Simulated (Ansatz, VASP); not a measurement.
**BaZrO3 in VASP and in Ansatz**

```
Ba Zr O
1.0
     4.19134    0.00000    0.00000
     0.00000    4.19134    0.00000
     0.00000    0.00000    4.19134
Ba Zr O
1 1 3
Direct
  0.00000 0.00000 0.00000
  0.50000 0.50000 0.50000
  0.00000 0.50000 0.50000
  0.50000 0.00000 0.50000
  0.50000 0.50000 0.00000
```

Alike in both runs: task single point; functional r2SCAN; k mesh 4 × 4 × 4; occupations gaussian, width 0.1 eV; no spin polarisation.

|  | VASP | Ansatz |
| --- | --- | --- |
| version | VASP 6.6.1 | Ansatz 0.2.0 |
| potentials or method | VASP PAW PBE potentials, release 64 (Ba_sv, Zr_sv, O), cutoff 660 eV | scalar-relativistic, plane waves, PAW |
| valence electrons in the cell | 40 | 40 |

|  | VASP | Ansatz | Ansatz less VASP |
| --- | --- | --- | --- |
| gap on the k mesh at the Fermi level (eV) | 3.70 | 3.75 | +0.051 |
| least direct gap on the mesh (eV) | 3.95 | 3.97 | +0.023 |
| pressure (GPa) | 2.5 | 1.7 | -0.87 |

VASP's potentials were made for PBE, not for r2SCAN. The functional is the same, so the differences come from potentials, cutoffs and numerics.

Spin-orbit coupling is off throughout.
